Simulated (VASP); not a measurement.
# AlRu (WC type) (P-6m2) in VASP: further runs, part 2 of 2

VASP 6.6.1. The steps go on from the part before.

## (3) Single point, PBE

This run uses another cell than the first one, of 12.44 Å³/atom.

INCAR reads:

```
ALGO = Normal
EDIFF = 1E-6
ENCUT = 520
GGA = PE
ISIF = 2
ISMEAR = -1
LASPH = True
LCHARG = False
LREAL = False
LWAVE = False
NBANDS = 16
NELM = 80
PREC = Accurate
SIGMA = 0.05
```

KPOINTS reads:

```
k-points
0
Gamma
  13 13 12
```

POSCAR reads:

```
AlRu
1.0
    2.7571177402      0.0000000000      0.0000000000
   -1.3785588701      2.3877340043      0.0000000000
    0.0000000000      0.0000000000      3.7779067594
Ru Al
1 1
Direct
    0.0000000000      0.0000000000      0.0000000000
    0.3333333333      0.6666666667      0.5000000000
```

Potentials or basis: VASP PAW PBE potentials, release 64 (Ru_pv, Al).

Command:

```sh
> cat potpaw_PBE.64/Ru_pv/POTCAR potpaw_PBE.64/Al/POTCAR > POTCAR
> mpirun -np 1 vasp_std > vasp.out
```

OUTCAR:

```text
EDIFF = 1E-6
   ENCUT = 520
   GGA = PE
   ISIF = 2
   ISMEAR = -1
   LASPH = True
   LREAL = False
   NELM = 80
   PREC = Accurate

 ion  position               nearest neighbor table
   1  0.000  0.000  0.000-   2 2.47   2 2.47   2 2.47   2 2.47   2 2.47   2 2.47
   2  0.333  0.667  0.500-   1 2.47   1 2.47   1 2.47   1 2.47   1 2.47   1 2.47

  LATTYP: Found a hexagonal cell.
 ALAT       =     2.7571177402
 C/A-ratio  =     1.3702377321

  Lattice vectors:

 A1 = (   2.7571177402,   0.0000000000,   0.0000000000)
 A2 = (  -1.3785588701,   2.3877340043,   0.0000000000)
 A3 = (   0.0000000000,   0.0000000000,   3.7779067594)

Analysis of symmetry for initial positions (statically):
=====================================================================
 Subroutine PRICEL returns:
 Original cell was already a primitive cell.

 Routine SETGRP: Setting up the symmetry group for a
 hexagonal supercell.

 Subroutine GETGRP returns: Found 12 space group operations
 (whereof 12 operations were pure point group operations)
 out of a pool of 24 trial point group operations.

The static configuration has the point symmetry D_3h.

Analysis of symmetry for dynamics (positions and initial velocities):
=====================================================================
 Subroutine PRICEL returns:
 Original cell was already a primitive cell.

 Routine SETGRP: Setting up the symmetry group for a
 hexagonal supercell.

 Subroutine GETGRP returns: Found 12 space group operations
 (whereof 12 operations were pure point group operations)
 out of a pool of 24 trial point group operations.

The dynamic configuration has the point symmetry D_3h.

 Subroutine INISYM returns: Found 12 space group operations
 (whereof 12 operations are pure point group operations),
 and found     1 'primitive' translations

----------------------------------------------------------------------------------------

[... 111 lines left out ...]
     AMIX     =   0.40;   BMIX     =  1.00
     AMIX_MAG =   1.60;   BMIX_MAG =  1.00
  volume/ion in A,a.u.               =      12.44        83.92
  Fermi-wavevector in a.u.,A,eV,Ry     =   1.442094  2.725163 28.295163  2.079636
  Thomas-Fermi vector in A             =   2.560653
   LORBIT       =      0    0 simple, 1 ext, 2 COOP (PROOUT), +10 PAW based schemes
   GGA     = PE    functional components
   LHFCALC =     F    Hartree Fock is set to
   AEXX    =    0.0000 exact exchange contribution
   IVDW    =     0    specifies the selected vdW correction
   LEPSILON=     F    determine dielectric tensor
   LRPA    =     F    only Hartree local field effects (RPA)
 non-spin polarized calculation
  energy-cutoff  :      520.00
  volume of cell :       24.87
 maximum number of plane-waves:       687
 NGX is ok and might be reduce to    24
   NGX = 11   NGY = 11   NGZ = 15

 number of electron      17.0000005 magnetization

 Free energy of the ion-electron system (eV)
  ---------------------------------------------------
  ext. energy  EPLUGINS =         0.00000000
  ---------------------------------------------------
  free energy    TOTEN  =       -13.61010346 eV

  energy without entropy =      -13.59882555  energy(sigma->0) =      -13.60446450

 E-fermi :  12.1363     XC(G=0): -12.9338

 val. band max:       12.1335219682   @ k =   0.0769   0.0000   0.0000
 cond. band min:      12.1400546373   @ k =   0.2308   0.0769   0.2500
 fundamental gap:      0.0065326691
 Fermi energy:        12.1363348885

 k-point     1 :       0.0000    0.0000    0.0000
  band No.  band energies     occupation
      1     -30.0765      2.00000
      2     -29.9170      2.00000
      3     -29.9170      2.00000
      4       1.5225      2.00000
      5       7.2754      2.00000
      6      10.0936      2.00000
[... 433 lines left out ...]
      3     -29.9505      2.00000
      4       2.2605      2.00000
      5       7.7708      2.00000
      6       9.5786      2.00000
[... 8 lines left out ...]
     15      25.9124      0.00000
     16      27.7778      0.00000

 [... further k-points ...]

------------------------ aborting loop because EDIFF is reached ----------------------------------------

  FORCE on cell =-STRESS in cart. coord.  units (eV):
  Direction    XX          YY          ZZ          XY          YZ          ZX
  --------------------------------------------------------------------------------------
  -------------------------------------------------------------------------------------
  Total        4.9916294      4.9916294      4.9842677      0.0000000     -0.0000000     -0.0000000
  in kB      321.5588193    321.5588193    321.0845781      0.0000000     -0.0000000     -0.0000000
  external PRESSURE =     321.4007389 kB  Pullay stress =       0.0000000 kB

 VOLUME and BASIS-vectors are now :
 -----------------------------------------------------------------------------
  energy-cutoff  :      520.00
  volume of cell :       24.87
      direct lattice vectors                 reciprocal lattice vectors
     2.757117740  0.000000000  0.000000000     0.362697605  0.209403560  0.000000000
    -1.378558870  2.387734004  0.000000000     0.000000000  0.418807119  0.000000000
     0.000000000  0.000000000  3.777906759     0.000000000  0.000000000  0.264696845

 POSITION                                       TOTAL-FORCE (eV/Angst)
 -----------------------------------------------------------------------------------
      0.00000      0.00000      0.00000         0.000000      0.000000      0.000000
     -0.00000      1.59182      1.88895        -0.000000      0.000000      0.000000
 -----------------------------------------------------------------------------------
    total drift:                                0.000000     -0.000000      0.000000

  FREE ENERGIE OF THE ION-ELECTRON SYSTEM (eV)
  ---------------------------------------------------
  free  energy   TOTEN  =       -13.6101034566 eV

  energy  without entropy=      -13.5988255494  energy(sigma->0) =      -13.60446450
```

OSZICAR:

```text
N       E                     dE             d eps       ncg     rms          rms(c)
DAV:   1     0.119840574361E+03    0.11984E+03   -0.89626E+03  4712   0.100E+03
DAV:   2    -0.125393260482E+02   -0.13238E+03   -0.12633E+03  5480   0.298E+02
DAV:   3    -0.143803857934E+02   -0.18411E+01   -0.18348E+01  5896   0.372E+01
DAV:   4    -0.143906308206E+02   -0.10245E-01   -0.10245E-01  5800   0.298E+00
DAV:   5    -0.143907616969E+02   -0.13088E-03   -0.13087E-03  5976   0.337E-01    0.151E+01
DAV:   6    -0.137454007255E+02    0.64536E+00   -0.21390E+00  5384   0.166E+01    0.300E+00
DAV:   7    -0.136385417684E+02    0.10686E+00   -0.20703E-01  5184   0.519E+00    0.297E+00
DAV:   8    -0.136106987871E+02    0.27843E-01   -0.37151E-02  5544   0.203E+00    0.317E-01
DAV:   9    -0.136101786564E+02    0.52013E-03   -0.12974E-03  5840   0.367E-01    0.190E-01
DAV:  10    -0.136101056324E+02    0.73024E-04   -0.13187E-04  5224   0.116E-01    0.297E-02
DAV:  11    -0.136101043089E+02    0.13235E-05   -0.58699E-06  5880   0.199E-02    0.190E-02
DAV:  12    -0.136101034566E+02    0.85224E-06   -0.46348E-07  3112   0.666E-03
   1 F= -.13610103E+02 E0= -.13604465E+02  d E =-.112779E-01
```

stdout:

```text
POSCAR found type information on POSCAR RuAl
 POSCAR found :  2 types and       2 ions
 scaLAPACK will be used
 LDA part: xc-table for (Slater+PW92), standard interpolation
 POSCAR, INCAR and KPOINTS ok, starting setup
 FFT: planning ... GRIDC
 FFT: planning ... GRID_SOFT
 FFT: planning ... GRID
 WAVECAR not read
 entering main loop
```

Wall time 26 s (1 thread of Intel Xeon Platinum 8488C (Sapphire Rapids), shared host); peak memory 0.19 GiB.

Results:

| Item | Value |
| --- | --- |
| Free energy | -13.6101 eV |
| Pressure | 32.1 GPa |
| Band gap on the k mesh | zero (an odd number of electrons rules out a gap without spin polarisation) |

Levels at points of the mesh, in eV from the Fermi level:
```
           k point  band 6  band 7  band 8  band 9  band 10  band 11
(0.00, 0.00, 0.00)   -2.04   -2.04   -0.06    0.06     0.06     7.09
(0.00, 0.00, 0.50)   -2.32   -2.01   -2.01   -0.27    -0.27    10.07
```

Caveat: the cell stands under pressure; an empty level that is flat over the whole mesh can mark a ghost state of the potentials, or a narrow d or f band.

## (4) Single point, PBE (12.44 Å³/atom)

This run uses another cell than the first one, of 12.44 Å³/atom.

INCAR reads:

```
SYSTEM = AlRu
PREC = Accurate
ENCUT = 520
EDIFF = 1E-6
ISMEAR = -1
SIGMA = 0.05
LREAL = .False.
LASPH = .True.
NELM = 60
ALGO = Normal
ISIF = 2
LWAVE = .False.
LCHARG = .False.
GGA = PE
NBANDS = 16
```

KPOINTS reads:

```
regular mesh
0
Gamma
  13 13 12
  0 0 0
```

POSCAR is that of step 3.

Command:

```sh
> cat potpaw_PBE.64/Ru_pv/POTCAR potpaw_PBE.64/Al/POTCAR > POTCAR
> mpirun -np 1 vasp_std > vasp.out
```

It took 29 s on 1 thread of Intel Xeon Platinum 8488C (Sapphire Rapids), shared host; peak memory 0.19 GiB.

Results (log left out):

```
Free energy            : -13.6101 eV
Pressure               : 32.1 GPa
Band gap on the k mesh : zero (an odd number of electrons rules out a gap without spin polarisation)
```

Levels at points of the mesh, in eV from the Fermi level:
| k point | band 5 | band 6 | band 7 | band 8 | band 9 | band 10 | band 11 | band 12 |
| --- | --- | --- | --- | --- | --- | --- | --- | --- |
| (0.00, 0.00, 0.00) | -4.86 | -2.04 | -2.04 | -0.06 | 0.06 | 0.06 | 7.09 | 11.60 |
| (0.00, 0.00, 0.50) | -6.76 | -2.32 | -2.01 | -2.01 | -0.27 | -0.27 | 10.07 | 11.60 |

Caveat: the cell stands under pressure; an empty level that is flat over the whole mesh can mark a ghost state of the potentials, or a narrow d or f band.

## (5) Single point, PBE

This run uses another cell than the first one, of 13.28 Å³/atom.

INCAR reads:

```
PREC = Accurate ; ENCUT = 520
EDIFF = 1E-6 ; ISMEAR = -1
SIGMA = 0.05 ; LREAL = F
LASPH = T ; NELM = 100
ALGO = Normal ; ISIF = 2
LWAVE = F ; LCHARG = T
GGA = PE ; LELF = T
LVHAR = T ; NBANDS = 16
```

KPOINTS reads:

```
regular mesh
0
Gamma
  13 13 12
```

POSCAR reads:

```
AlRu
1.0
    2.8264217728      0.0000000000      0.0000000000
   -1.4132108864      2.4477530571      0.0000000000
    0.0000000000      0.0000000000      3.8400166018
Ru Al
1 1
Direct
    0.0000000000      0.0000000000      0.0000000000
    0.3333333333      0.6666666667      0.5000000000
```

Command:

```sh
> cat potpaw_PBE.64/Ru_pv/POTCAR potpaw_PBE.64/Al/POTCAR > POTCAR
> mpirun -np 1 vasp_std > vasp.out
```

Run time: 27 s. Hardware: 1 thread of Intel Xeon Platinum 8488C (Sapphire Rapids), shared host; peak memory 0.19 GiB.

The run converged. Its results:

* Free energy: -13.8460 eV
* Pressure: 13.3 GPa
* Band gap on the k mesh: zero (an odd number of electrons rules out a gap without spin polarisation)

Levels at points of the mesh, in eV from the Fermi level:
| k point | band 4 | band 5 | band 6 | band 7 | band 8 | band 9 | band 10 | band 11 | band 12 | band 13 |
| --- | --- | --- | --- | --- | --- | --- | --- | --- | --- | --- |
| (0.00, 0.00, 0.00) | -10.15 | -4.42 | -1.85 | -1.85 | 0.03 | 0.03 | 0.03 | 6.81 | 11.64 | 12.37 |
| (0.00, 0.00, 0.50) | -8.01 | -6.41 | -2.04 | -1.81 | -1.81 | -0.27 | -0.27 | 10.10 | 11.64 | 12.86 |

Caveat: the cell stands under pressure.

## (6) The runs side by side

| cell | gap on the mesh (eV) | pressure (GPa) |
| --- | --- | --- |
| a = 2.664, b = 2.664, c = 3.678 Å, angles 90.0, 90.0, 120.0°, 2 atoms | none | 69.4 |
| a = 2.757, b = 2.757, c = 3.778 Å, angles 90.0, 90.0, 120.0°, 2 atoms | none | 32.1 |
| a = 2.826, b = 2.826, c = 3.840 Å, angles 90.0, 90.0, 120.0°, 2 atoms | none | 13.3 |

Alike in all rows: task single point; level PBE; potentials or basis VASP PAW PBE potentials, release 64 (Ru_pv, Al); no spin polarisation; k mesh 13 × 13 × 12; cutoff (eV) 520; smearing fermi-dirac 0.05 eV.

Caveats: the cell stands under pressure; an empty level that is flat over the whole mesh can mark a ghost state of the potentials, or a narrow d or f band (at least some runs).

Total energies depend on the potentials used, so only differences within one code and one set of settings carry meaning.
